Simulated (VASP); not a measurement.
# InAs2 (P-3m1) in VASP: single point with PBE

Aim: the single point of InAs2 with PBE.

Program: VASP 6.6.1. These are calculated values, not measurements. Logs are shortened: lines on timing, memory, paths and dates and some standing lists are left out, and cuts for length are marked.

### Step 1. The cell of the first run

Symmetry: P-3m1, No. 164, trigonal system. The conventional cell has a = 3.865 Å, b = 3.865 Å, c = 5.468 Å, α = 90.00°, β = 90.00°, γ = 120.00°. Within 4.2 Å of In (site symmetry -3m) lie 12 As at 3.01 to 4.11 Å and 6 In at 3.86 Å. Within 3.5 Å of As (site symmetry 3m) lie 3 As at 2.65 Å and 3 In at 3.01 Å.

### Step 2. Single point, PBE

File POSCAR:

```
InAs2
1.0
    3.8649295536      0.0000000000      0.0000000000
   -1.9324647768      3.3471271773      0.0000000000
    0.0000000000      0.0000000000      5.4677420924
In As
1 2
Direct
    0.0000000000      0.0000000000      0.5000000000
    0.3333333333      0.6666666667      0.1313325153
    0.6666666667      0.3333333333      0.8686674847
```

File INCAR.step1:

```
SYSTEM = InAs2
ALGO = Normal
EDIFF = 1E-6
ENCUT = 520
GGA = PE
ISIF = 2
ISMEAR = 0
LASPH = .True.
LCHARG = .True.
LREAL = .False.
LWAVE = .False.
NBANDS = 18
NELM = 80
PREC = Accurate
SIGMA = 0.1
```

File KPOINTS.step1:

```
k-points
0
Gamma
  12 12 10
  0 0 0
```

File INCAR.step2:

```
SYSTEM = InAs2
ALGO = Normal
EDIFF = 1E-6
ENCUT = 520
GGA = PE
ICHARG = 11
ISIF = 2
ISMEAR = -5
LASPH = .True.
LCHARG = .False.
LORBIT = 11
LREAL = .False.
LWAVE = .False.
NBANDS = 18
NEDOS = 1001
NELM = 80
PREC = Accurate
SIGMA = 0.1
```

File KPOINTS.step2:

```
k-points
0
Gamma
  18 18 15
  0 0 0
```

Potentials or basis: VASP PAW PBE potentials, release 64 (In_d, As).

Started as:

```
$ cat potpaw_PBE.64/In_d/POTCAR potpaw_PBE.64/As/POTCAR > POTCAR
$ cp INCAR.step1 INCAR
$ cp KPOINTS.step1 KPOINTS
$ mpirun -np 1 vasp_std > vasp.out
$ cp INCAR.step2 INCAR
$ cp KPOINTS.step2 KPOINTS
$ mpirun -np 1 vasp_std > vasp.out
```

OUTCAR:

```text
SYSTEM = InAs2
   EDIFF = 1E-6
   ENCUT = 520
   GGA = PE
   ICHARG = 11
   ISIF = 2
   ISMEAR = -5
   LASPH = .True.
   LORBIT = 11
   LREAL = .False.
   NELM = 80
   PREC = Accurate

 ion  position               nearest neighbor table
   1  0.000  0.000  0.500-   2 3.01   3 3.01   3 3.01   2 3.01   3 3.01   2 3.01
   2  0.333  0.667  0.131-   3 2.65   3 2.65   3 2.65   1 3.01   1 3.01   1 3.01
   3  0.667  0.333  0.869-   2 2.65   2 2.65   2 2.65   1 3.01   1 3.01   1 3.01

  LATTYP: Found a hexagonal cell.
 ALAT       =     3.8649295536
 C/A-ratio  =     1.4147067926

  Lattice vectors:

 A1 = (   3.8649295536,   0.0000000000,   0.0000000000)
 A2 = (  -1.9324647768,   3.3471271773,   0.0000000000)
 A3 = (   0.0000000000,   0.0000000000,   5.4677420924)

Analysis of symmetry for initial positions (statically):
=====================================================================
 Subroutine PRICEL returns:
 Original cell was already a primitive cell.

 Routine SETGRP: Setting up the symmetry group for a
 hexagonal supercell.

 Subroutine GETGRP returns: Found 12 space group operations
 (whereof 12 operations were pure point group operations)
 out of a pool of 24 trial point group operations.

The static configuration has the point symmetry D_3d.

Analysis of symmetry for dynamics (positions and initial velocities):
=====================================================================
 Subroutine PRICEL returns:
 Original cell was already a primitive cell.

 Routine SETGRP: Setting up the symmetry group for a
 hexagonal supercell.

 Subroutine GETGRP returns: Found 12 space group operations
 (whereof 12 operations were pure point group operations)
 out of a pool of 24 trial point group operations.

The dynamic configuration has the point symmetry D_3d.

 Subroutine INISYM returns: Found 12 space group operations
 (whereof 12 operations are pure point group operations),
 and found     1 'primitive' translations

----------------------------------------------------------------------------------------

                                     Primitive cell

  volume of cell :      70.7330

  direct lattice vectors                    reciprocal lattice vectors
     3.864929554  0.000000000  0.000000000     0.258736928  0.149381835  0.000000000
    -1.932464777  3.347127177  0.000000000     0.000000000  0.298763670  0.000000000
     0.000000000  0.000000000  5.467742092     0.000000000  0.000000000  0.182890850

  length of vectors
     3.864929554  3.864929554  5.467742092     0.298763670  0.298763670  0.182890850

  position of ions in fractional coordinates (direct lattice)
     0.000000000  0.000000000  0.500000000
     0.333333333  0.666666667  0.131332515
     0.666666667  0.333333333  0.868667485

  ion indices of the primitive-cell ions
   primitive index   ion index
                 1           1
                 2           2
                 3           3

----------------------------------------------------------------------------------------

 KPOINTS: k-points

Automatic generation of k-mesh.
 Grid dimensions read from file:
 generate k-points for:   18   18   15

 Generating k-lattice:

  Cartesian coordinates                     Fractional coordinates (reciprocal lattice)
     0.014374274  0.008298991  0.000000000     0.055555556  0.000000000  0.000000000
     0.000000000  0.016597982  0.000000000     0.000000000  0.055555556  0.000000000
     0.000000000  0.000000000  0.012192723     0.000000000  0.000000000  0.066666667

  Length of vectors
     0.016597982  0.016597982  0.012192723

  Shift w.r.t. Gamma in fractional coordinates (k-lattice)
     0.000000000  0.000000000  0.000000000

 TETIRR: Found   7152 inequivalent tetrahedra from    29160

 Subroutine IBZKPT returns following result:
 ===========================================

 Found    485 irreducible k-points:

 Following reciprocal coordinates:
            Coordinates               Weight
  0.000000  0.000000  0.000000      1.000000
  0.055556  0.000000  0.000000      6.000000
  0.111111  0.000000  0.000000      6.000000
  0.166667  0.000000  0.000000      6.000000
  0.222222  0.000000  0.000000      6.000000
  0.277778  0.000000  0.000000      6.000000
[... 16 lines left out ...]
  0.333333  0.111111  0.000000     12.000000
  0.388889  0.111111  0.000000     12.000000
 [... further k-points ...]
   k-points           NKPTS =    485   k-points in BZ     NKDIM =    485   number of bands    NBANDS=     18
   number of dos      NEDOS =   1001   number of ions     NIONS =      3
   total plane-waves  NPLWV =  37800
   dimension x,y,z NGX =    30 NGY =   30 NGZ =   42
   dimension x,y,z NGXF=    60 NGYF=   60 NGZF=   84
   ions per type =               1   2
   NGX,Y,Z   is equivalent  to a cutoff of  12.90, 12.90, 12.77 a.u.
   NGXF,Y,Z  is equivalent  to a cutoff of  25.81, 25.81, 25.54 a.u.
 SYSTEM =  InAs2
   PREC   = accura    normal or accurate (medium, high low for compatibility)
   ISTART =      0    job   : 0-new  1-cont  2-samecut
   ICHARG =     11    charge: 1-file 2-atom 10-const
   ISPIN  =      1    spin polarized calculation?
   LNONCOLLINEAR =      F non collinear calculations
   LSORBIT =      F    spin-orbit coupling
   LASPH  =      T    aspherical Exc in radial PAW
   ENCUT  =  520.0 eV  38.22 Ry    6.18 a.u.   7.19  7.19 10.17*2*pi/ulx,y,z
   NELM   =     80;   NELMIN=  2; NELMDL=  0     # of ELM steps
   EDIFF  = 0.1E-05   stopping-criterion for ELM
   LREAL  =      F    real-space projection
   EDIFFG = 0.1E-04   stopping-criterion for IOM
   NSW    =      0    number of steps for IOM
   IBRION =     -1    ionic relax: 0-MD 1-quasi-New 2-CG
   NFREE  =      0    steps in history (QN), initial steepest desc. (CG)
   ISIF   =      2    stress and relaxation
   ISYM   =      2    0-nonsym 1-usesym 2-fastsym
   POTIM  = 0.5000    time-step for ionic-motion
   TEBEG  =    0.0;   TEEND  =   0.0 temperature during run
   PSTRESS=    0.0 pullay stress
   NELECT =      23.0000    total number of electrons
   NUPDOWN=      -1.0000    fix difference up-down
   EMIN   =  10.00;   EMAX   =-10.00  energy-range for DOS
   EFERMI =   0.00;   METHOD = LEGACY
   ISMEAR =    -5;   SIGMA  =   0.10  broadening in eV -4-tet -1-fermi 0-gaus
   EFERMI_NEDOS =   21; number of points for ismear=-14 and -15
   IALGO  =     38    algorithm
   IMIX   =      4    mixing-type and parameters
     AMIX     =   0.40;   BMIX     =  1.00
     AMIX_MAG =   1.60;   BMIX_MAG =  1.00
  volume/ion in A,a.u.               =      23.58       159.11
  Fermi-wavevector in a.u.,A,eV,Ry     =   1.125754  2.127367 17.242964  1.267322
  Thomas-Fermi vector in A             =   2.262433
   LORBIT       =     11    0 simple, 1 ext, 2 COOP (PROOUT), +10 PAW based schemes
   GGA     = PE    functional components
   LHFCALC =     F    Hartree Fock is set to
   AEXX    =    0.0000 exact exchange contribution
   IVDW    =     0    specifies the selected vdW correction
   LEPSILON=     F    determine dielectric tensor
   LRPA    =     F    only Hartree local field effects (RPA)
 non-spin polarized calculation
 Fermi weights with tetrahedron method with Bloechl corrections
  energy-cutoff  :      520.00
  volume of cell :       70.73
 maximum number of plane-waves:      1933
 NGX is ok and might be reduce to    30

 number of electron      23.0000005 magnetization

 Free energy of the ion-electron system (eV)
  ---------------------------------------------------
  ext. energy  EPLUGINS =         0.00000000
  ---------------------------------------------------
  free energy    TOTEN  =       -11.72794410 eV

  energy without entropy =      -11.72794410  energy(sigma->0) =      -11.72794410

 E-fermi :   5.9479     XC(G=0):  -9.9871

 val. band max:        6.0987369117   @ k =   0.3333   0.3333   0.2000
 cond. band min:       5.7608472108   @ k =   0.2778   0.2778   0.0000
 fundamental gap:     -0.3378897009
 Fermi energy:         5.9478564934

 k-point     1 :       0.0000    0.0000    0.0000
  band No.  band energies     occupation
      1      -8.6678      2.00000
      2      -8.6678      2.00000
      3      -8.6678      2.00000
      4      -8.5966      2.00000
      5      -8.5966      2.00000
      6      -7.8640      2.00000
[... 10 lines left out ...]
     17      12.2402      0.00000
     18      12.8399      0.00000

 k-point     2 :       0.0556    0.0000    0.0000
  band No.  band energies     occupation
      1      -8.6695      2.00000
      2      -8.6652      2.00000
      3      -8.6645      2.00000
      4      -8.5992      2.00000
      5      -8.5969      2.00000
      6      -7.8312      2.00000
[... 10 lines left out ...]
     17      12.1281      0.00000
     18      12.9425      0.00000

 k-point     3 :       0.1111    0.0000    0.0000
  band No.  band energies     occupation
      1      -8.6749      2.00000
      2      -8.6579      2.00000
      3      -8.6556      2.00000
      4      -8.6060      2.00000
      5      -8.5975      2.00000
      6      -7.7323      2.00000
[... 10 lines left out ...]
     17      11.8459      0.00000
     18      12.6671      0.00000

 k-point     4 :       0.1667    0.0000    0.0000
  band No.  band energies     occupation
      1      -8.6845      2.00000
      2      -8.6473      2.00000
      3      -8.6435      2.00000
      4      -8.6148      2.00000
      5      -8.5978      2.00000
      6      -7.5675      2.00000
[... 375 lines left out ...]
      4      -8.6008      2.00000
      5      -8.5794      2.00000
      6      -6.6188      2.00000
[... 10 lines left out ...]
     17      12.1090      0.00000
     18      12.7624      0.00000

 k-point    23 :       0.3333    0.1111    0.0000
  band No.  band energies     occupation
      1      -8.7355      2.00000
      2      -8.6474      2.00000
      3      -8.6329      2.00000
      4      -8.5894      2.00000
      5      -8.5728      2.00000
      6      -6.2588      2.00000
[... 10 lines left out ...]
     17      12.4086      0.00000
     18      13.1439      0.00000

 k-point    24 :       0.3889    0.1111    0.0000
  band No.  band energies     occupation
      1      -8.7431      2.00000
      2      -8.6504      2.00000
      3      -8.6336      2.00000
      4      -8.5800      2.00000
      5      -8.5699      2.00000
      6      -5.9301      2.00000
[... 10 lines left out ...]
     17      12.4433      0.00000
     18      13.7507      0.00000

 [... further k-points ...]

------------------------ aborting loop because EDIFF is reached ----------------------------------------

  FORCE on cell =-STRESS in cart. coord.  units (eV):
  Direction    XX          YY          ZZ          XY          YZ          ZX
  --------------------------------------------------------------------------------------
  -------------------------------------------------------------------------------------
  Total        0.0417447      0.0417447      0.1037712      0.0000000      0.0000000      0.0000000
  in kB        0.9455630      0.9455630      2.3505281      0.0000000      0.0000000      0.0000000
  external PRESSURE =       1.4138847 kB  Pullay stress =       0.0000000 kB

 VOLUME and BASIS-vectors are now :
 -----------------------------------------------------------------------------
  energy-cutoff  :      520.00
  volume of cell :       70.73
      direct lattice vectors                 reciprocal lattice vectors
     3.864929554  0.000000000  0.000000000     0.258736928  0.149381835  0.000000000
    -1.932464777  3.347127177  0.000000000     0.000000000  0.298763670  0.000000000
     0.000000000  0.000000000  5.467742092     0.000000000  0.000000000  0.182890850

 POSITION                                       TOTAL-FORCE (eV/Angst)
 -----------------------------------------------------------------------------------
      0.00000      0.00000      2.73387        -0.000000      0.000000      0.000000
     -0.00000      2.23142      0.71809         0.000000     -0.000000      0.036273
      1.93246      1.11571      4.74965        -0.000000      0.000000     -0.036273
 -----------------------------------------------------------------------------------
    total drift:                               -0.000000     -0.000000      0.000000

  FREE ENERGIE OF THE ION-ELECTRON SYSTEM (eV)
  ---------------------------------------------------
  free  energy   TOTEN  =       -11.7279440993 eV

  energy  without entropy=      -11.7279440993  energy(sigma->0) =      -11.72794410

 total charge

# of ion       s       p       d       tot
------------------------------------------
    1        0.990   0.466   9.858  11.314
    2        1.299   1.329   0.043   2.671
    3        1.299   1.329   0.043   2.671
--------------------------------------------------
tot          3.588   3.124   9.944  16.656
```

It took 3.4 min on 1 thread of AMD EPYC 9R45 (Zen 5), shared host; peak memory 0.64 GiB.

Results:

```
Valence electrons inside the program's atomic spheres : In 11.31; As 2.67
```

Levels at points of the mesh, in eV from the Fermi level:
| k point | band 8 | band 9 | band 10 | band 11 | band 12 | band 13 | band 14 | band 15 |
| --- | --- | --- | --- | --- | --- | --- | --- | --- |
| (0.00, 0.00, 0.00) | -6.40 | -1.49 | -1.49 | -0.33 | 0.95 | 0.95 | 2.12 | 6.06 |
| (0.50, 0.00, 0.00) | -5.02 | -3.67 | -3.30 | -3.25 | -1.92 | 2.04 | 2.28 | 3.76 |

Caveat: spin-orbit coupling is left out, which moves the levels of the heavy elements; tetrahedron occupations give inexact forces and stress in metals.
